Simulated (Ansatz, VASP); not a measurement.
## Two plane-wave programs on AlAs

Contents of INCAR:

```
SYSTEM = AlAs
  PREC = Accurate
  ENCUT = 500
  EDIFF = 1E-6
  ISMEAR = 0
  SIGMA = 0.01
  LREAL = .False.
  LASPH = .True.
  NELM = 120
  ALGO = Normal
  ISIF = 2
  LWAVE = .False.
  LCHARG = .True.
  GGA = PE
  LELF = .True.
  LVHAR = .True.
  NBANDS = 11
  GGA_COMPAT = .False.
```

Contents of KPOINTS:

```
Automatic mesh
0
Gamma
  8 8 8
  0 0 0
```

Contents of POSCAR:

```
AlAs
1.0
    0.0000000000      2.8304000000      2.8304000000
    2.8304000000      0.0000000000      2.8304000000
    2.8304000000      2.8304000000      0.0000000000
Al As
1 1
Direct
    0.0000000000      0.0000000000      0.0000000000
    0.2500000000      0.2500000000      0.2500000000
```

Input for Ansatz:

```yaml
crystal:
  lattice:
    - [0.0, 2.8304, 2.8304]
    - [2.8304, 0.0, 2.8304]
    - [2.8304, 2.8304, 0.0]
  atoms:
    - { symbol: Al, position: [0.0, 0.0, 0.0] }
    - { symbol: As, position: [0.25, 0.25, 0.25] }
basis:
  ecutwfc: 510.0
kpoints:
  mp_grid:
    grid: [8, 8, 8]
  band_path:
    path:
      - [0.0, -0.5000000000000001, -0.5000000000000001]
      - [0.0, -0.5036037772074184, -0.5036037772074184]
      - [0.0, -0.49639622279258167, -0.49639622279258167]
      - [-0.0036037772074184048, -0.5000000000000001, -0.5036037772074184]
      - [0.0036037772074184048, -0.5000000000000001, -0.49639622279258167]
      - [-0.0036037772074184048, -0.5036037772074184, -0.5000000000000001]
      - [0.0036037772074184048, -0.49639622279258167, -0.5000000000000001]
      - [0.0036037772074184048, -0.49639622279258167, -0.4927924455851632]
      - [-0.0036037772074184048, -0.49639622279258167, -0.5000000000000001]
      - [0.0036037772074184048, -0.5036037772074184, -0.5000000000000001]
      - [-0.0036037772074184048, -0.5036037772074184, -0.5072075544148368]
      - [0.0036037772074184048, -0.4927924455851632, -0.49639622279258167]
      - [-0.0036037772074184048, -0.5000000000000001, -0.49639622279258167]
      - [0.0036037772074184048, -0.5000000000000001, -0.5036037772074184]
      - [-0.0036037772074184048, -0.5072075544148368, -0.5036037772074184]
      - [0.0072075544148368096, -0.49639622279258167, -0.49639622279258167]
      - [0.0, -0.5036037772074184, -0.49639622279258167]
      - [0.0, -0.49639622279258167, -0.5036037772074184]
      - [-0.0072075544148368096, -0.5036037772074184, -0.5036037772074184]
    npoints: 1
hamiltonian:
  xc: pbe
  pseudopotentials:
    kind: paw
scf:
  occupations:
    method: fixed
```

Alike in both runs: task single point; functional PBE; k mesh 8 × 8 × 8; no spin polarisation.

|  | VASP | Ansatz |
| --- | --- | --- |
| version | VASP 6.6.1 | Ansatz 0.2.0 |
| potentials or method | VASP PAW PBE potentials, release 64 (Al, As), cutoff 500 eV | plane waves, PAW |
| occupations | gaussian, width 0.01 eV | fixed |
| valence electrons in the cell | 8 | 18 |

```tsv
	VASP	Ansatz	Ansatz less VASP
gap on the k mesh at the Fermi level (eV)	1.43	1.44	+0.010
```

VASP's potentials hold 8 valence electrons a cell and Ansatz's 18, so a difference there can come from the potentials and not from the codes.
